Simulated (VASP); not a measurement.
Runs of VASP 6.6.1 on Cu3H. The structure is that of space group Fm-3m (No. 225), or close to it. The cells are those of the table. 

```csv
task,cell,k mesh,cutoff (eV),gap on the mesh (eV),pressure (GPa),relaxed volume (Å³/atom)
relaxation of cell and atoms,"relaxed from a = 4.010 Å, angles 60.0°, 4 atoms",6 × 6 × 6,600,none,0.2,10.81
single point,"a = 4.010 Å, angles 60.0°, 4 atoms",6 × 6 × 6,520,none,-4.9,-
single point,"a = 3.940 Å, angles 60.0°, 4 atoms",14 × 14 × 14,520,none,0.5,-
relaxation of cell and atoms,"relaxed from a = 3.933 Å, angles 60.0°, 4 atoms",14 × 14 × 14,600,none,-0.1,(a)
single point,"a = 3.933 Å, angles 60.0°, 4 atoms",6 × 6 × 6,520,none,(b),-
```

Alike in all rows: level PBE; potentials or basis VASP PAW PBE potentials, release 64 (Cu, H); no spin polarisation; smearing gaussian 0.1 eV.

Task: Fill in the values left out.

Result: (a) 10.87; (b) 0.9.

A gap of «none» marks levels without a gap at the run's occupations.
